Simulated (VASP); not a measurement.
Input of a VASP 6.6.1 run:

POSCAR

```
WS
1.0
    0.0000000000      2.6398533320      2.6398533320
    2.6398533320      0.0000000000      2.6398533320
    2.6398533320      2.6398533320      0.0000000000
W S
1 1
Direct
    0.0000000000      0.0000000000      0.0000000000
    0.2500000000      0.2500000000      0.2500000000
```

The input INCAR.step1:

```
PREC = Accurate
ENCUT = 520
ISMEAR = 0
SIGMA = 0.1
LREAL = False
LASPH = True
NELM = 80
NBANDS = 17
GGA = PE
ALGO = Normal
EDIFF = 1E-4
LWAVE = True
LCHARG = False
```

Contents of INCAR.step2:

```
PREC = Accurate
ENCUT = 520
EDIFF = 1E-6
ISMEAR = 0
SIGMA = 0.1
LREAL = False
LASPH = True
NELM = 80
ALGO = Normal
ISIF = 2
LWAVE = False
LCHARG = False
METAGGA = R2SCAN
LMIXTAU = True
NBANDS = 17
ISTART = 1
```

Contents of KPOINTS:

```
Automatic mesh
0
Gamma
  14 14 14
```

Potentials or basis: VASP PAW PBE potentials, release 64 (W_sv, S).

Command:

```console
$ cat potpaw_PBE.64/W_sv/POTCAR potpaw_PBE.64/S/POTCAR > POTCAR
$ cp INCAR.step1 INCAR
$ mpirun -np 1 vasp_std > vasp.out
$ cp INCAR.step2 INCAR
$ mpirun -np 1 vasp_std > vasp.out
```

(1) Estimate the band gap on the k mesh.

(2) What does it give for the pressure?

Answers

(1) zero (bands 10 and 11 overlap by 0.58 eV).

(2) 2.6 GPa.

Caveat: the PAW data sets were made with another functional, which shifts forces and pressure a little; spin-orbit coupling is left out, which moves the levels of the heavy elements.
